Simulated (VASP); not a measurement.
Wanted: the native input for a VASP 6.6.1 run.

* Task: relaxation of shape and atoms at fixed volume
* Functional: PBE
* Potentials or basis: VASP PAW PBE potentials, release 64 (Al, O)
* Cutoff: 600 eV
* k mesh: 6 × 6 × 6
* Occupations: gaussian, width 0.02 eV
* Spin: no spin polarisation
* Dipole correction: no
* Further INCAR settings: ALGO = Normal; EDIFF = 1e-06; IBRION = 2; EDIFFG = -0.01; NSW = 50; ISIF = 4

The structure of Al2O3 lies in POSCAR:

```
Al2O3
1.0
    2.3070563140      1.3319795839      4.1811102514
   -2.3070563140      1.3319795839      4.1811102514
    0.0000000000     -2.6639591679      4.1811102513
Al O
4 6
Direct
    0.3520169930      0.3520169930      0.3520169930
    0.1479830070      0.1479830070      0.1479830070
    0.6479830070      0.6479830070      0.6479830070
    0.8520169930      0.8520169930      0.8520169930
    0.5569608540      0.9430391460      0.2500000000
    0.2500000000      0.5569608540      0.9430391460
    0.9430391460      0.2500000000      0.5569608540
    0.4430391460      0.0569608540      0.7500000000
    0.7500000000      0.4430391460      0.0569608540
    0.0569608540      0.7500000000      0.4430391460
```

The input as run:

INCAR

```
SYSTEM = Al2O3
ALGO     = Normal         ! electronic algorithm
EDIFF    = 1E-6           ! SCF threshold, eV
EDIFFG   = -0.01          ! ionic threshold
ENCUT    = 600            ! plane-wave cutoff, eV
GGA      = PE             ! functional
IBRION   = 2              ! ionic algorithm
ISIF     = 4              ! what is computed and relaxed
ISMEAR   = 0              ! smearing method
LASPH    = .True.         ! aspherical terms in the spheres
LCHARG   = .False.        ! write CHGCAR
LREAL    = .False.        ! projectors in reciprocal space
LWAVE    = .False.        ! write WAVECAR
NELM     = 80             ! most SCF steps
NSW      = 50             ! ionic steps
PREC     = Accurate       ! precision mode
SIGMA    = 0.02           ! smearing width, eV
```

KPOINTS

```
k-points
0
Gamma
  6 6 6
  0 0 0
```

Potentials or basis: VASP PAW PBE potentials, release 64 (Al, O).

Run with:

```bash
$ cat potpaw_PBE.64/Al/POTCAR potpaw_PBE.64/O/POTCAR > POTCAR
$ mpirun -np 1 vasp_std > vasp.out
```

It gave:

```yaml
Energy_gained_by_relaxing: 0.0 meV/atom
Ionic_steps: 3
Pressure_after_relaxing: 37.6 GPa
Largest_force_after_relaxing: 0.005 eV/Å
Band_gap_on_the_k_mesh: 7.44 eV
```

Run time: 74 s on 1 thread of Intel(R) Xeon(R) 6975P-C (Granite Rapids), on a shared host, peak memory 0.27 GiB.
